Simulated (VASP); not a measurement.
Runs of VASP 6.6.1 on Sn3GeSe. The structure is that of space group Pm-3m (No. 221), or close to it. The cells are those of the table. 

```tsv
task	cell	k mesh	cutoff (eV)	gap on the mesh (eV)	pressure (GPa)	relaxed volume (Å³/atom)
relaxation of cell and atoms	relaxed from a = 5.539 Å, 5 atoms	8 × 8 × 8	600	none	0.0	33.54
single point	a = 5.096 Å, 5 atoms	4 × 4 × 4	520	none	11.3	-
single point	a = 5.539 Å, 5 atoms	4 × 4 × 4	520	none	0.0	-
relaxation of cell and atoms	relaxed from a = 5.096 Å, 5 atoms	4 × 4 × 4	600	none	0.1	33.91
single point	a = 5.513 Å, 5 atoms	8 × 8 × 8	520	none	(a)	-
```

Alike in all rows: level PBE; potentials or basis VASP PAW PBE potentials, release 64 (Sn_d, Ge_d, Se); no spin polarisation; smearing gaussian 0.1 eV.

Task: Estimate the missing entries.

Result: (a) -0.1.

Caveats: spin-orbit coupling is left out, which moves the levels of the heavy elements; the volume moved by over 15 % at a fixed basis, so the end points are rough (some runs).

A k mesh can miss the band edges, and the runs leave out spin-orbit coupling on Ge, Se, Sn.

A gap of «none» marks levels without a gap at the run's occupations.
